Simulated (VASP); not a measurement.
# MgO (Fm-3m) in VASP: a series of runs

The runs below take MgO through single point, with r2SCAN.

Program: VASP 6.6.1. These are calculated values, not measurements. Logs are shortened: lines on timing, memory, paths and dates and some standing lists are left out, and cuts for length are marked.

### Step 1. The cell of the first run

Symmetry: Fm-3m, No. 225, cubic system. The conventional cell has a = 4.275 Å, b = 4.275 Å, c = 4.275 Å, α = 90.00°, β = 90.00°, γ = 90.00°. Mg (site symmetry m-3m) has 6 O at 2.14 Å within 2.8 Å. Within 2.8 Å of O (site symmetry m-3m) lie 6 Mg at 2.14 Å.

### Step 2. Single point, r2SCAN

File POSCAR:

```
MgO
1.0
    0.0000000000      2.1375000000      2.1375000000
    2.1375000000      0.0000000000      2.1375000000
    2.1375000000      2.1375000000      0.0000000000
Mg O
1 1
Direct
    0.0000000000      0.0000000000      0.0000000000
    0.5000000000      0.5000000000      0.5000000000
```

File INCAR.step1:

```
SYSTEM = MgO
ALGO = Normal
EDIFF = 1E-4
ENCUT = 520
GGA = PE
ISMEAR = -1
LASPH = .TRUE.
LCHARG = .FALSE.
LREAL = .FALSE.
LWAVE = .TRUE.
NBANDS = 11
NELM = 60
PREC = Accurate
SIGMA = 0.02
```

File INCAR.step2:

```
SYSTEM = MgO
ALGO = Normal
EDIFF = 1E-7
ENCUT = 520
ISIF = 2
ISMEAR = -1
ISTART = 1
LASPH = .TRUE.
LCHARG = .TRUE.
LELF = .TRUE.
LMIXTAU = .TRUE.
LREAL = .FALSE.
LVHAR = .TRUE.
LWAVE = .FALSE.
METAGGA = R2SCAN
NBANDS = 11
NELM = 60
PREC = Accurate
SIGMA = 0.02
```

File KPOINTS:

```
k-points
0
G
  9 9 9
  0 0 0
```

Potentials or basis: VASP PAW PBE potentials, release 64 (Mg, O).

Command:

```console
cat potpaw_PBE.64/Mg/POTCAR potpaw_PBE.64/O/POTCAR > POTCAR
cp INCAR.step1 INCAR
mpirun -np 1 vasp_std > vasp.out
cp INCAR.step2 INCAR
mpirun -np 1 vasp_std > vasp.out
```

OUTCAR:

```text
SYSTEM = MgO
   EDIFF = 1E-7
   ENCUT = 520
   ISIF = 2
   ISMEAR = -1
   ISTART = 1
   LASPH = .TRUE.
   LREAL = .FALSE.
   METAGGA = R2SCAN
   NELM = 60
   PREC = Accurate

 ion  position               nearest neighbor table
   1  0.000  0.000  0.000-   2 2.14   2 2.14   2 2.14   2 2.14   2 2.14   2 2.14
   2  0.500  0.500  0.500-   1 2.14   1 2.14   1 2.14   1 2.14   1 2.14   1 2.14

  LATTYP: Found a face centered cubic cell.
 ALAT       =     4.2750000000

  Lattice vectors:

 A1 = (   0.0000000000,   2.1375000000,   2.1375000000)
 A2 = (   2.1375000000,   0.0000000000,   2.1375000000)
 A3 = (   2.1375000000,   2.1375000000,   0.0000000000)

Analysis of symmetry for initial positions (statically):
=====================================================================
 Subroutine PRICEL returns:
 Original cell was already a primitive cell.

 Routine SETGRP: Setting up the symmetry group for a
 face centered cubic supercell.

 Subroutine GETGRP returns: Found 48 space group operations
 (whereof 48 operations were pure point group operations)
 out of a pool of 48 trial point group operations.

The static configuration has the point symmetry O_h .

Analysis of symmetry for dynamics (positions and initial velocities):
=====================================================================
 Subroutine PRICEL returns:
 Original cell was already a primitive cell.

 Routine SETGRP: Setting up the symmetry group for a
 face centered cubic supercell.

 Subroutine GETGRP returns: Found 48 space group operations
 (whereof 48 operations were pure point group operations)
 out of a pool of 48 trial point group operations.

The dynamic configuration has the point symmetry O_h .

 Subroutine INISYM returns: Found 48 space group operations
 (whereof 48 operations are pure point group operations),
 and found     1 'primitive' translations

----------------------------------------------------------------------------------------

                                     Primitive cell

  volume of cell :      19.5321

  direct lattice vectors                    reciprocal lattice vectors
     0.000000000  2.137500000  2.137500000    -0.233918129  0.233918129  0.233918129
     2.137500000  0.000000000  2.137500000     0.233918129 -0.233918129  0.233918129
     2.137500000  2.137500000  0.000000000     0.233918129  0.233918129 -0.233918129

  length of vectors
     3.022881490  3.022881490  3.022881490     0.405158084  0.405158084  0.405158084

  position of ions in fractional coordinates (direct lattice)
     0.000000000  0.000000000  0.000000000
     0.500000000  0.500000000  0.500000000

  ion indices of the primitive-cell ions
   primitive index   ion index
                 1           1
                 2           2

----------------------------------------------------------------------------------------

 KPOINTS: k-points

Automatic generation of k-mesh.
 Grid dimensions read from file:
 generate k-points for:    9    9    9

 Generating k-lattice:

  Cartesian coordinates                     Fractional coordinates (reciprocal lattice)
    -0.025990903  0.025990903  0.025990903     0.111111111  0.000000000  0.000000000
     0.025990903 -0.025990903  0.025990903     0.000000000  0.111111111  0.000000000
     0.025990903  0.025990903 -0.025990903     0.000000000  0.000000000  0.111111111

  Length of vectors
     0.045017565  0.045017565  0.045017565

  Shift w.r.t. Gamma in fractional coordinates (k-lattice)
     0.000000000  0.000000000  0.000000000

 Subroutine IBZKPT returns following result:
 ===========================================

 Found     35 irreducible k-points:

 Following reciprocal coordinates:
            Coordinates               Weight
  0.000000  0.000000  0.000000      1.000000
  0.111111  0.000000  0.000000      8.000000
  0.222222  0.000000  0.000000      8.000000
  0.333333  0.000000  0.000000      8.000000
  0.444444  0.000000  0.000000      8.000000
  0.111111  0.111111  0.000000      6.000000
[... 16 lines left out ...]
 -0.333333  0.333333  0.000000     12.000000
  0.444444  0.444444  0.000000      6.000000
 [... further k-points ...]
   k-points           NKPTS =     35   k-points in BZ     NKDIM =     35   number of bands    NBANDS=     11
   number of dos      NEDOS =    301   number of ions     NIONS =      2
   total plane-waves  NPLWV =  13824
   dimension x,y,z NGX =    24 NGY =   24 NGZ =   24
   dimension x,y,z NGXF=    48 NGYF=   48 NGZF=   48
   ions per type =               1   1
   NGX,Y,Z   is equivalent  to a cutoff of  13.20, 13.20, 13.20 a.u.
   NGXF,Y,Z  is equivalent  to a cutoff of  26.40, 26.40, 26.40 a.u.
 SYSTEM =  MgO
   PREC   = accura    normal or accurate (medium, high low for compatibility)
   ISTART =      1    job   : 0-new  1-cont  2-samecut
   ICHARG =      0    charge: 1-file 2-atom 10-const
   ISPIN  =      1    spin polarized calculation?
   LNONCOLLINEAR =      F non collinear calculations
   LSORBIT =      F    spin-orbit coupling
   LASPH  =      T    aspherical Exc in radial PAW
   ENCUT  =  520.0 eV  38.22 Ry    6.18 a.u.   5.62  5.62  5.62*2*pi/ulx,y,z
   NELM   =     60;   NELMIN=  2; NELMDL=  0     # of ELM steps
   EDIFF  = 0.1E-06   stopping-criterion for ELM
   LREAL  =      F    real-space projection
   EDIFFG = 0.1E-05   stopping-criterion for IOM
   NSW    =      0    number of steps for IOM
   IBRION =     -1    ionic relax: 0-MD 1-quasi-New 2-CG
   NFREE  =      0    steps in history (QN), initial steepest desc. (CG)
   ISIF   =      2    stress and relaxation
   ISYM   =      2    0-nonsym 1-usesym 2-fastsym
   POTIM  = 0.5000    time-step for ionic-motion
   TEBEG  =    0.0;   TEEND  =   0.0 temperature during run
   PSTRESS=    0.0 pullay stress
   NELECT =       8.0000    total number of electrons
   NUPDOWN=      -1.0000    fix difference up-down
   EMIN   =  10.00;   EMAX   =-10.00  energy-range for DOS
   EFERMI =   0.00;   METHOD = LEGACY
   ISMEAR =    -1;   SIGMA  =   0.02  broadening in eV -4-tet -1-fermi 0-gaus
   EFERMI_NEDOS =   21; number of points for ismear=-14 and -15
   IALGO  =     38    algorithm
   IMIX   =      4    mixing-type and parameters
     AMIX     =   0.40;   BMIX     =  1.00
     AMIX_MAG =   1.60;   BMIX_MAG =  1.00
  volume/ion in A,a.u.               =       9.77        65.90
  Fermi-wavevector in a.u.,A,eV,Ry     =   1.215781  2.297493 20.111092  1.478124
  Thomas-Fermi vector in A             =   2.351157
   LORBIT       =      0    0 simple, 1 ext, 2 COOP (PROOUT), +10 PAW based schemes
   METAGGA = R2SCAN    functional components
   LHFCALC =     F    Hartree Fock is set to
   AEXX    =    0.0000 exact exchange contribution
   IVDW    =     0    specifies the selected vdW correction
   LEPSILON=     F    determine dielectric tensor
   LRPA    =     F    only Hartree local field effects (RPA)
 non-spin polarized calculation
  energy-cutoff  :      520.00
  volume of cell :       19.53
 maximum number of plane-waves:       534
   NGX = 11   NGY = 11   NGZ = 11

 number of electron       8.0000002 magnetization

 Free energy of the ion-electron system (eV)
  ---------------------------------------------------
  ext. energy  EPLUGINS =         0.00000000
  ---------------------------------------------------
  free energy    TOTEN  =       -16.13241863 eV

  energy without entropy =      -16.13241863  energy(sigma->0) =      -16.13241863

 E-fermi :   2.9293     XC(G=0): -11.3680

 val. band max:        2.4576739899   @ k =   0.0000   0.0000   0.0000
 cond. band min:       7.6236645980   @ k =   0.0000   0.0000   0.0000
 fundamental gap:      5.1659906081
 Fermi energy:         2.9293392864

 k-point     1 :       0.0000    0.0000    0.0000
  band No.  band energies     occupation
      1     -15.5221      2.00000
      2       2.4577      2.00000
      3       2.4577      2.00000
      4       2.4577      2.00000
      5       7.6237      0.00000
      6      19.0271      0.00000
      7      19.0271      0.00000
      8      19.0272      0.00000
      9      23.0467      0.00000
     10      24.7673      0.00000
     11      24.7673      0.00000

 k-point     2 :       0.1111    0.0000    0.0000
  band No.  band energies     occupation
      1     -15.4044      2.00000
      2       1.7159      2.00000
      3       2.3792      2.00000
      4       2.3792      2.00000
      5       8.3633      0.00000
      6      17.6038      0.00000
      7      19.3124      0.00000
      8      19.3124      0.00000
      9      23.8696      0.00000
     10      23.8696      0.00000
     11      24.8850      0.00000

 k-point     3 :       0.2222    0.0000    0.0000
  band No.  band energies     occupation
      1     -15.0902      2.00000
      2       0.2728      2.00000
      3       2.1875      2.00000
      4       2.1875      2.00000
      5       9.7188      0.00000
      6      16.0308      0.00000
      7      19.7861      0.00000
      8      19.7861      0.00000
      9      23.2653      0.00000
     10      23.2653      0.00000
     11      25.3463      0.00000

 k-point     4 :       0.3333    0.0000    0.0000
  band No.  band energies     occupation
      1     -14.6997      2.00000
      2      -1.0601      2.00000
      3       1.9806      2.00000
      4       1.9806      2.00000
      5      10.6654      0.00000
      6      15.4927      0.00000
      7      19.7068      0.00000
      8      19.7068      0.00000
      9      24.1646      0.00000
     10      24.1646      0.00000
     11      24.6430      0.00000

 k-point     5 :       0.4444    0.0000    0.0000
  band No.  band energies     occupation
      1     -14.4209      2.00000
      2      -1.8526      2.00000
      3       1.8512      2.00000
      4       1.8512      2.00000
      5      10.9449      0.00000
      6      15.6811      0.00000
      7      19.4504      0.00000
      8      19.4504      0.00000
      9      24.1972      0.00000
     10      25.5749      0.00000
     11      25.5749      0.00000
[... 211 lines left out ...]
 k-point    21 :       0.4444    0.3333    0.0000
  band No.  band energies     occupation
      1     -14.2913      2.00000
      2      -1.1505      2.00000
      3       1.0128      2.00000
      4       1.3130      2.00000
      5      12.8703      0.00000
      6      13.3290      0.00000
      7      16.3514      0.00000
      8      21.5452      0.00000
      9      21.6735      0.00000
     10      28.8872      0.00000
     11      29.5389      0.00000

 k-point    22 :      -0.4444    0.3333    0.0000
  band No.  band energies     occupation
      1     -14.1606      2.00000
      2      -1.0642      2.00000
      3       0.2149      2.00000
      4       1.3356      2.00000
      5      13.1385      0.00000
      6      14.5289      0.00000
      7      15.8764      0.00000
      8      21.2857      0.00000
      9      21.4556      0.00000
     10      28.8281      0.00000
     11      30.1049      0.00000

 k-point    23 :      -0.3333    0.3333    0.0000
  band No.  band energies     occupation
      1     -14.1745      2.00000
      2      -0.6198      2.00000
      3      -0.4720      2.00000
      4       1.4932      2.00000
      5      13.4356      0.00000
      6      15.3805      0.00000
      7      15.5885      0.00000
      8      20.8923      0.00000
      9      21.9171      0.00000
     10      26.4379      0.00000
     11      30.7716      0.00000

 k-point    24 :       0.4444    0.4444    0.0000
  band No.  band energies     occupation
      1     -14.1887      2.00000
      2      -1.3943      2.00000
      3       1.1790      2.00000
      4       1.1790      2.00000
      5      12.5237      0.00000
      6      12.9930      0.00000
      7      16.2657      0.00000
      8      22.0377      0.00000
      9      22.0377      0.00000
     10      28.4762      0.00000
     11      29.7809      0.00000

 [... further k-points ...]
[... 5 lines left out ...]
  --------------------------------------------------------------------------------------
  -------------------------------------------------------------------------------------
  Total       -1.0522264     -1.0522264     -1.0522264      0.0000000      0.0000000     -0.0000000
  in kB      -86.3120474    -86.3120474    -86.3120474      0.0000000      0.0000000     -0.0000000
  external PRESSURE =     -86.3120474 kB  Pullay stress =       0.0000000 kB

 VOLUME and BASIS-vectors are now :
 -----------------------------------------------------------------------------
  energy-cutoff  :      520.00
  volume of cell :       19.53
      direct lattice vectors                 reciprocal lattice vectors
     0.000000000  2.137500000  2.137500000    -0.233918129  0.233918129  0.233918129
     2.137500000  0.000000000  2.137500000     0.233918129 -0.233918129  0.233918129
     2.137500000  2.137500000  0.000000000     0.233918129  0.233918129 -0.233918129

 POSITION                                       TOTAL-FORCE (eV/Angst)
 -----------------------------------------------------------------------------------
      0.00000      0.00000      0.00000        -0.000000     -0.000000     -0.000000
      2.13750      2.13750      2.13750         0.000000      0.000000      0.000000
 -----------------------------------------------------------------------------------
    total drift:                               -0.000000     -0.000000      0.000000

  FREE ENERGIE OF THE ION-ELECTRON SYSTEM (eV)
  ---------------------------------------------------
  free  energy   TOTEN  =       -16.1324186275 eV

  energy  without entropy=      -16.1324186275  energy(sigma->0) =      -16.13241863
```

Wall time 15 s (1 thread of Intel Xeon 6975P-C (Granite Rapids), shared host); peak memory 0.14 GiB.

Results:

```
Free energy            : -16.1324 eV
Pressure               : -8.6 GPa
Band gap on the k mesh : 5.17 eV, direct
```

Caveat: the PAW data sets were made with another functional, which shifts forces and pressure a little. r2SCAN opens gaps a little over a GGA but as a rule still falls short of measured ones.

### Step 3. Single point, r2SCAN

POSCAR is that of step 2.

File INCAR.step1:

```
PREC = Accurate
ENCUT = 520
ISMEAR = -1
SIGMA = 0.02
LREAL = False
LASPH = True
NELM = 100
NBANDS = 11
GGA = PE
ALGO = Normal
EDIFF = 1E-4
LWAVE = True
LCHARG = False
```

File INCAR.step2:

```
PREC = Accurate
ENCUT = 520
EDIFF = 1E-6
ISMEAR = -1
SIGMA = 0.02
LREAL = False
LASPH = True
NELM = 100
ALGO = Normal
ISIF = 2
LWAVE = False
LCHARG = True
METAGGA = R2SCAN
LMIXTAU = True
LELF = True
LVHAR = True
NBANDS = 11
ISTART = 1
```

File KPOINTS:

```
Automatic mesh
0
Gamma
  9 9 9
```

Potentials or basis: VASP PAW PBE potentials, release 64 (Mg, O).

Command:

```console
cat potpaw_PBE.64/Mg/POTCAR potpaw_PBE.64/O/POTCAR > POTCAR
cp INCAR.step1 INCAR
mpirun -np 1 vasp_std > vasp.out
cp INCAR.step2 INCAR
mpirun -np 1 vasp_std > vasp.out
```

It took 12 s on 1 thread of Intel Xeon 6975P-C (Granite Rapids), shared host; peak memory 0.14 GiB.

The run converged. Its results:

- Free energy: -16.1324 eV
- Pressure: -8.6 GPa
- Band gap on the k mesh: 5.17 eV, direct

Levels at points of the mesh, in eV from the valence-band top:
| k point | band 2 | band 3 | band 4 | band 5 | band 6 | band 7 |
| --- | --- | --- | --- | --- | --- | --- |
| (0.00, 0.00, 0.00) | 0.00 | 0.00 | 0.00 | 5.17 | 16.57 | 16.57 |

Caveat: the PAW data sets were made with another functional, which shifts forces and pressure a little.

### Step 4. Single point, r2SCAN

POSCAR is that of step 3.

File INCAR.step1:

```
SYSTEM = MgO
ALGO = Normal
EDIFF = 1E-5
ENCUT = 660
GGA = PE
GGA_COMPAT = .FALSE.
ISMEAR = -1
LASPH = .TRUE.
LCHARG = .FALSE.
LREAL = .FALSE.
LWAVE = .TRUE.
NBANDS = 15
NELM = 120
PREC = Accurate
SIGMA = 0.02
```

File INCAR.step2:

```
SYSTEM = MgO
ALGO = Normal
EDIFF = 1E-6
ENCUT = 660
GGA_COMPAT = .FALSE.
ISIF = 2
ISMEAR = -1
ISTART = 1
LASPH = .TRUE.
LCHARG = .TRUE.
LELF = .TRUE.
LMIXTAU = .TRUE.
LREAL = .FALSE.
LVHAR = .TRUE.
LWAVE = .FALSE.
METAGGA = R2SCAN
NBANDS = 15
NELM = 120
PREC = Accurate
SIGMA = 0.02
```

File KPOINTS:

```
k-points
0
G
  9 9 9
  0 0 0
```

Potentials or basis: VASP PAW PBE potentials, release 64 (Mg_sv, O).

Command:

```console
cat potpaw_PBE.64/Mg_sv/POTCAR potpaw_PBE.64/O/POTCAR > POTCAR
cp INCAR.step1 INCAR
mpirun -np 1 vasp_std > vasp.out
cp INCAR.step2 INCAR
mpirun -np 1 vasp_std > vasp.out
```

Wall time 65 s (1 thread of Intel Xeon Platinum 8259CL at 2.50GHz (Skylake/Cascade Lake), shared host); peak memory 0.16 GiB.

The run converged. Its results:

| Property | Result |
| --- | --- |
| Free energy | -16.1561 eV |
| Pressure | -7.7 GPa |
| Band gap on the k mesh | 5.22 eV, direct |

Levels at points of the mesh, in eV from the valence-band top:
```tsv
k point	band 6	band 7	band 8	band 9	band 10	band 11
(0.00, 0.00, 0.00)	0.00	0.00	0.00	5.22	16.60	16.60
```

Caveat: the PAW data sets were made with another functional, which shifts forces and pressure a little.
